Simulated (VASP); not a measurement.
# SiC (zincblende type) (F-43m) in VASP: further runs

The runs below take SiC (zincblende type) through relaxation of cell and atoms, with PBE.

All numbers are computed with VASP 6.6.1; they aren't measurements. Logs are shortened: lines on timing, memory, paths and dates and some standing lists are left out, and cuts for length are marked.

## (1) The cell of the first run

Symmetry: F-43m, No. 216, cubic system. The conventional cell has a = 3.542 Å, b = 3.542 Å, c = 3.542 Å, α = 90.00°, β = 90.00°, γ = 90.00°. Within 2.0 Å of Si (site symmetry -43m) lie 4 C at 1.53 Å. C (site symmetry -43m) has 4 Si at 1.53 Å within 2.0 Å.

## (2) Relaxation of cell and atoms, PBE, target pressure 320 GPa, at which the enthalpy is minimised

Contents of INCAR:

```
PREC = Accurate
ENCUT = 600
EDIFF = 1E-6
ISMEAR = -1
SIGMA = 0.05
LREAL = False
LASPH = True
NELM = 100
ALGO = Normal
ISIF = 3
LWAVE = False
LCHARG = False
GGA = PE
IBRION = 2
NSW = 60
EDIFFG = -0.005
PSTRESS = 3200.0
```

Contents of KPOINTS:

```
regular mesh
0
Gamma
  18 18 18
```

Contents of POSCAR:

```
SiC
1.0
    0.0000000000      1.7708347852      1.7708347852
    1.7708347852      0.0000000000      1.7708347852
    1.7708347852      1.7708347852      0.0000000000
Si C
1 1
Direct
    0.0000000000      0.0000000000      0.0000000000
    0.2500000000      0.2500000000      0.2500000000
```

Potentials or basis: VASP PAW PBE potentials, release 64 (Si, C).

Started as:

```
$ cat potpaw_PBE.64/Si/POTCAR potpaw_PBE.64/C/POTCAR > POTCAR
$ mpirun -np 1 vasp_std > vasp.out
```

OUTCAR:

```text
PREC = Accurate
   ENCUT = 600
   EDIFF = 1E-6
   ISMEAR = -1
   LREAL = False
   LASPH = True
   NELM = 100
   ISIF = 3
   GGA = PE
   IBRION = 2
   NSW = 60
   EDIFFG = -0.005
   PSTRESS = 3200.0

 ion  position               nearest neighbor table
   1  0.000  0.000  0.000-   2 1.53   2 1.53   2 1.53   2 1.53
   2  0.250  0.250  0.250-   1 1.53   1 1.53   1 1.53   1 1.53

  LATTYP: Found a face centered cubic cell.
 ALAT       =     3.5416695704

  Lattice vectors:

 A1 = (   0.0000000000,   1.7708347852,   1.7708347852)
 A2 = (   1.7708347852,   0.0000000000,   1.7708347852)
 A3 = (   1.7708347852,   1.7708347852,   0.0000000000)

Analysis of symmetry for initial positions (statically):
=====================================================================
 Subroutine PRICEL returns:
 Original cell was already a primitive cell.

 Routine SETGRP: Setting up the symmetry group for a
 face centered cubic supercell.

 Subroutine GETGRP returns: Found 24 space group operations
 (whereof 24 operations were pure point group operations)
 out of a pool of 48 trial point group operations.

The static configuration has the point symmetry T_d .

Analysis of symmetry for dynamics (positions and initial velocities):
=====================================================================
 Subroutine PRICEL returns:
 Original cell was already a primitive cell.

 Routine SETGRP: Setting up the symmetry group for a
 face centered cubic supercell.

 Subroutine GETGRP returns: Found 24 space group operations
 (whereof 24 operations were pure point group operations)
 out of a pool of 48 trial point group operations.

The dynamic configuration has the point symmetry T_d .

 Subroutine INISYM returns: Found 24 space group operations
 (whereof 24 operations are pure point group operations),
 and found     1 'primitive' translations

----------------------------------------------------------------------------------------

                                     Primitive cell

  volume of cell :      11.1062

  direct lattice vectors                    reciprocal lattice vectors
     0.000000000  1.770834785  1.770834785    -0.282352710  0.282352710  0.282352710
     1.770834785  0.000000000  1.770834785     0.282352710 -0.282352710  0.282352710
     1.770834785  1.770834785  0.000000000     0.282352710  0.282352710 -0.282352710

  length of vectors
     2.504338570  2.504338570  2.504338570     0.489049239  0.489049239  0.489049239

  position of ions in fractional coordinates (direct lattice)
     0.000000000  0.000000000  0.000000000
     0.250000000  0.250000000  0.250000000

  ion indices of the primitive-cell ions
   primitive index   ion index
                 1           1
                 2           2

----------------------------------------------------------------------------------------

 KPOINTS: regular mesh

Automatic generation of k-mesh.
 Grid dimensions read from file:
 generate k-points for:   18   18   18

 Generating k-lattice:

  Cartesian coordinates                     Fractional coordinates (reciprocal lattice)
    -0.015686262  0.015686262  0.015686262     0.055555556  0.000000000  0.000000000
     0.015686262 -0.015686262  0.015686262     0.000000000  0.055555556  0.000000000
     0.015686262  0.015686262 -0.015686262     0.000000000  0.000000000  0.055555556

  Length of vectors
     0.027169402  0.027169402  0.027169402

  Shift w.r.t. Gamma in fractional coordinates (k-lattice)
     0.000000000  0.000000000  0.000000000

 Subroutine IBZKPT returns following result:
 ===========================================

 Found    195 irreducible k-points:

 Following reciprocal coordinates:
            Coordinates               Weight
  0.000000  0.000000  0.000000      1.000000
  0.055556  0.000000  0.000000      8.000000
  0.111111  0.000000  0.000000      8.000000
  0.166667  0.000000  0.000000      8.000000
  0.222222  0.000000  0.000000      8.000000
  0.277778  0.000000  0.000000      8.000000
[... 16 lines left out ...]
 -0.277778  0.055556  0.000000     24.000000
 -0.222222  0.055556  0.000000     24.000000
 [... further k-points ...]
   k-points           NKPTS =    195   k-points in BZ     NKDIM =    195   number of bands    NBANDS=      8
   number of dos      NEDOS =    301   number of ions     NIONS =      2
   total plane-waves  NPLWV =   8000
   dimension x,y,z NGX =    20 NGY =   20 NGZ =   20
   dimension x,y,z NGXF=    40 NGYF=   40 NGZF=   40
   ions per type =               1   1
   NGX,Y,Z   is equivalent  to a cutoff of  13.28, 13.28, 13.28 a.u.
   NGXF,Y,Z  is equivalent  to a cutoff of  26.55, 26.55, 26.55 a.u.
 SYSTEM =  unknown system
   PREC   = accura    normal or accurate (medium, high low for compatibility)
   ISTART =      0    job   : 0-new  1-cont  2-samecut
   ICHARG =      2    charge: 1-file 2-atom 10-const
   ISPIN  =      1    spin polarized calculation?
   LNONCOLLINEAR =      F non collinear calculations
   LSORBIT =      F    spin-orbit coupling
   LASPH  =      T    aspherical Exc in radial PAW
   ENCUT  =  600.0 eV  44.10 Ry    6.64 a.u.   5.00  5.00  5.00*2*pi/ulx,y,z
   NELM   =    100;   NELMIN=  2; NELMDL= -5     # of ELM steps
   EDIFF  = 0.1E-05   stopping-criterion for ELM
   LREAL  =      F    real-space projection
   EDIFFG = -.5E-02   stopping-criterion for IOM
   NSW    =     60    number of steps for IOM
   IBRION =      2    ionic relax: 0-MD 1-quasi-New 2-CG
   NFREE  =      1    steps in history (QN), initial steepest desc. (CG)
   ISIF   =      3    stress and relaxation
   ISYM   =      2    0-nonsym 1-usesym 2-fastsym
   POTIM  = 0.5000    time-step for ionic-motion
   TEBEG  =    0.0;   TEEND  =   0.0 temperature during run
   PSTRESS= 3200.0 pullay stress
   NELECT =       8.0000    total number of electrons
   NUPDOWN=      -1.0000    fix difference up-down
   EMIN   =  10.00;   EMAX   =-10.00  energy-range for DOS
   EFERMI =   0.00;   METHOD = LEGACY
   ISMEAR =    -1;   SIGMA  =   0.05  broadening in eV -4-tet -1-fermi 0-gaus
   EFERMI_NEDOS =   21; number of points for ismear=-14 and -15
   IALGO  =     38    algorithm
   IMIX   =      4    mixing-type and parameters
     AMIX     =   0.40;   BMIX     =  1.00
     AMIX_MAG =   1.60;   BMIX_MAG =  1.00
  volume/ion in A,a.u.               =       5.55        37.47
  Fermi-wavevector in a.u.,A,eV,Ry     =   1.467518  2.773207 29.301632  2.153609
  Thomas-Fermi vector in A             =   2.583126
   LORBIT       =      0    0 simple, 1 ext, 2 COOP (PROOUT), +10 PAW based schemes
   GGA     = PE    functional components
   LHFCALC =     F    Hartree Fock is set to
   AEXX    =    0.0000 exact exchange contribution
   IVDW    =     0    specifies the selected vdW correction
   LEPSILON=     F    determine dielectric tensor
   LRPA    =     F    only Hartree local field effects (RPA)
 conjugate gradient relaxation of ions
 non-spin polarized calculation
  energy-cutoff  :      600.00
  volume of cell :       11.11
 maximum number of plane-waves:       388
   NGX =  9   NGY =  9   NGZ =  9

--------------------------------------- Ionic step        1  -------------------------------------------

 number of electron       7.9999999 magnetization

 Free energy of the ion-electron system (eV)
  ---------------------------------------------------
  ext. energy  EPLUGINS =         0.00000000
  ---------------------------------------------------
  free energy    TOTEN  =        -6.81725675 eV

  energy without entropy =       -6.81724127  energy(sigma->0) =       -6.81724901

------------------------ aborting loop because EDIFF is reached ----------------------------------------

  FORCE on cell =-STRESS in cart. coord.  units (eV):
  Direction    XX          YY          ZZ          XY          YZ          ZX
  --------------------------------------------------------------------------------------
  -------------------------------------------------------------------------------------
  Total       30.4142859     30.4142859     30.4142859      0.0000000      0.0000000      0.0000000
  in kB     4387.5701982   4387.5701982   4387.5701982      0.0000000      0.0000000      0.0000000
  external PRESSURE =    1187.5701982 kB  Pullay stress =    3200.0000000 kB
[... 23 lines left out ...]
  enthalpy is  TOTEN    =        15.3648874861 eV   P V=       22.1821442313

--------------------------------------- Ionic step        2  -------------------------------------------

 number of electron       8.0000001 magnetization

 E-fermi :   9.7101     XC(G=0): -11.7040

 val. band max:        9.0185573049   @ k =   0.0000   0.0000   0.0000
 cond. band min:      10.2954521232   @ k =   0.5000   0.5000   0.0000
 fundamental gap:      1.2768948183
 Fermi energy:         9.7101260610

 k-point     1 :       0.0000    0.0000    0.0000
  band No.  band energies     occupation
      1      -7.0206      2.00000
      2       9.0186      2.00000
      3       9.0186      2.00000
      4       9.0186      2.00000
      5      16.1786      0.00000
      6      16.8957      0.00000
      7      16.8957      0.00000
      8      16.8957      0.00000
[... 320 lines left out ...]
  FREE ENERGIE OF THE ION-ELECTRON SYSTEM (eV)
  ---------------------------------------------------
  free  energy   TOTEN  =        -9.8517490556 eV

  energy  without entropy=       -9.8517461345  energy(sigma->0) =       -9.85174760

  enthalpy is  TOTEN    =        15.0166507736 eV   P V=       24.8683998292

[... ionic steps 4 to 15 ...]

--------------------------------------- Ionic step       16  -------------------------------------------

 number of electron       8.0000002 magnetization

------------------------ aborting loop because EDIFF is reached ----------------------------------------

  FORCE on cell =-STRESS in cart. coord.  units (eV):
  Direction    XX          YY          ZZ          XY          YZ          ZX
  --------------------------------------------------------------------------------------
  -------------------------------------------------------------------------------------
  Total       24.3138443     24.3138443     24.3138443     -0.0000000     -0.0000000     -0.0000000
  in kB     3202.3338250   3202.3338250   3202.3338250     -0.0000000     -0.0000000     -0.0000000
  external PRESSURE =       2.3338250 kB  Pullay stress =    3200.0000000 kB
[... 61 lines left out ...]
  enthalpy is  TOTEN    =        14.9933392833 eV   P V=       24.3078588561

--------------------------------------- Ionic step       18  -------------------------------------------

 number of electron       8.0000002 magnetization

 Free energy of the ion-electron system (eV)
  ---------------------------------------------------
  ext. energy  EPLUGINS =         0.00000000
  ---------------------------------------------------
  free energy    TOTEN  =        -9.30756390 eV

  energy without entropy =       -9.30755981  energy(sigma->0) =       -9.30756185

 E-fermi :  15.6999     XC(G=0): -13.8422

 val. band max:       15.2940103223   @ k =  -0.1111   0.1111   0.0000
 cond. band min:      15.9674800566   @ k =   0.5000   0.5000   0.0000
 fundamental gap:      0.6734697344
 Fermi energy:        15.6998743151

 k-point     1 :       0.0000    0.0000    0.0000
  band No.  band energies     occupation
      1      -4.8668      2.00000
      2      15.2615      1.99969
      3      15.2615      1.99969
      4      15.2615      1.99969
      5      27.4735      0.00000
      6      27.4735      0.00000
      7      27.4735      0.00000
      8      28.2093      0.00000
[... 282 lines left out ...]
  FREE ENERGIE OF THE ION-ELECTRON SYSTEM (eV)
  ---------------------------------------------------
  free  energy   TOTEN  =        -9.3075638958 eV

  energy  without entropy=       -9.3075598066  energy(sigma->0) =       -9.30756185

  enthalpy is  TOTEN    =        14.9933353758 eV   P V=       24.3008992716

 reached required accuracy - stopping structural energy minimisation
```

It took 2.6 min on 1 thread of Intel Xeon 8259CL, shared host; peak memory 0.14 GiB.

What came out:

```yaml
Free_energy: -9.3076 eV
Relaxed_volume: 6.08 Å³/atom
Relaxed_cell: a = 2.582 Å, b = 2.582 Å, c = 2.582 Å, α = 60.00°, β = 60.00°, γ = 60.00°
Space_group_after_relaxing_to_0.1_Å: F-43m (No. 216)
Energy_change_on_relaxing_the_run_minimises_the_enthalpy: -1245.2 meV/atom
Ionic_steps: 18
Pressure_after_relaxing: 320.0 GPa
Band_gap_on_the_k_mesh: 0.67 eV (least direct gap 4.80 eV)
```

The path:
| step | energy change (eV) | largest force (eV/Å) | pressure (GPa) | volume (Å³) |
| --- | --- | --- | --- | --- |
| 1 | 0.0000 | 0.0000 | 438.76 | 11.11 |
| 2 | -8.1031 | 0.0000 | 23.07 | 19.12 |
| 3 | -3.0345 | 0.0000 | 294.13 | 12.45 |
| 4 | -2.5143 | 0.0000 | 318.86 | 12.18 |
| 5 | -2.4702 | 0.0000 | 320.94 | 12.16 |
| 6 | -2.4711 | 0.0000 | 320.90 | 12.16 |
| 7 | -2.4738 | 0.0000 | 320.78 | 12.16 |
| 8 | -2.4738 | 0.0000 | 320.77 | 12.16 |
| 9 | -2.4739 | 0.0000 | 320.77 | 12.16 |
| 10 | -2.4740 | 0.0000 | 320.77 | 12.16 |
| 11 | -2.4742 | 0.0000 | 320.76 | 12.16 |
| 12 | -2.4745 | 0.0000 | 320.74 | 12.16 |
| 13 | -2.4753 | 0.0000 | 320.71 | 12.16 |
| 14 | -2.4767 | 0.0000 | 320.64 | 12.16 |
| 15 | -2.4797 | 0.0000 | 320.50 | 12.16 |
| 16 | -2.4855 | 0.0000 | 320.23 | 12.16 |
| 17 | -2.4973 | 0.0000 | 319.66 | 12.17 |
| 18 | -2.4903 | 0.0000 | 319.97 | 12.17 |

Final structure:
```
CELL_PARAMETERS angstrom
0.00000 1.82551 1.82551
1.82551 0.00000 1.82551
1.82551 1.82551 0.00000
ATOMIC_POSITIONS crystal
Si 0.00000 0.00000 0.00000
C 0.25000 0.25000 0.25000
```

Caveat: the cell is relaxed towards a set pressure, so the run minimises the enthalpy, not the energy.

## (3) Relaxation of cell and atoms, PBE, target pressure 320 GPa, at which the enthalpy is minimised

This run uses another cell than the first one, of 6.09 Å³/atom.

Contents of INCAR:

```
PREC     = Accurate       # precision mode
ENCUT    = 600            # plane-wave cutoff, eV
EDIFF    = 1E-6           # SCF threshold, eV
ISMEAR   = -1             # smearing method
SIGMA    = 0.05           # smearing width, eV
LREAL    = F              # projectors in reciprocal space
LASPH    = T              # aspherical terms in the spheres
NELM     = 80             # most SCF steps
ALGO     = Normal         # electronic algorithm
ISIF     = 3              # what is computed and relaxed
LWAVE    = F              # write WAVECAR
LCHARG   = F              # write CHGCAR
GGA      = PE             # functional
IBRION   = 2              # ionic algorithm
NSW      = 32             # ionic steps
EDIFFG   = -0.005         # ionic threshold
PSTRESS  = 3200.0
```

Contents of KPOINTS:

```
Automatic mesh
0
Gamma
  18 18 18
```

Contents of POSCAR:

```
SiC
1.0
    0.0000000000      1.8258115996      1.8258115996
    1.8258115996      0.0000000000      1.8258115996
    1.8258115996      1.8258115996      0.0000000000
Si C
1 1
Direct
    0.0000000000      0.0000000000      0.0000000000
    0.2500000000      0.2500000000      0.2500000000
```

Potentials or basis: VASP PAW PBE potentials, release 64 (Si, C).

Started as:

```
$ cat potpaw_PBE.64/Si/POTCAR potpaw_PBE.64/C/POTCAR > POTCAR
$ mpirun -np 1 vasp_std > vasp.out
```

Run time: 58 s. Hardware: 1 thread of Intel Xeon 8259CL, shared host; peak memory 0.15 GiB.

Results (log left out):

- Free energy: -9.3066 eV
- Relaxed volume: 6.08 Å³/atom
- Relaxed cell: a = 2.582 Å, b = 2.582 Å, c = 2.582 Å, α = 60.00°, β = 60.00°, γ = 60.00°
- Space group after relaxing (to 0.1 Å): F-43m (No. 216)
- Energy change on relaxing (the run minimises the enthalpy): +8.1 meV/atom
- Ionic steps: 3
- Pressure after relaxing: 320.0 GPa
- Band gap on the k mesh: 0.67 eV (least direct gap 4.80 eV)

Step by step:
```
step  energy change (eV)  largest force (eV/Å)  pressure (GPa)  volume (Å³)
   1              0.0000                0.0000          319.25        12.17
   2              0.1000                0.0000          323.98        12.12
   3              0.0163                0.0000          320.01        12.16
```

Final structure:
```
Si C
1.0
     0.00000    1.82540    1.82540
     1.82540    0.00000    1.82540
     1.82540    1.82540    0.00000
Si C
1 1
Cartesian
  0.0000 0.0000 0.0000
  0.9127 0.9127 0.9127
```

Levels at points of the mesh, in eV from the valence-band top:
| k point | band 2 | band 3 | band 4 | band 5 | band 6 | band 7 |
| --- | --- | --- | --- | --- | --- | --- |
| (0.00, 0.00, 0.00) | -0.03 | -0.03 | -0.03 | 12.18 | 12.18 | 12.18 |
| (0.50, 0.00, 0.00) | -12.00 | -1.06 | -1.06 | 9.76 | 9.76 | 10.94 |
| (0.50, 0.50, 0.00) | -10.01 | -4.13 | -4.13 | 0.67 | 6.81 | 21.02 |

Caveat: the cell is relaxed towards a set pressure, so the run minimises the enthalpy, not the energy. A k mesh can miss the band edges.
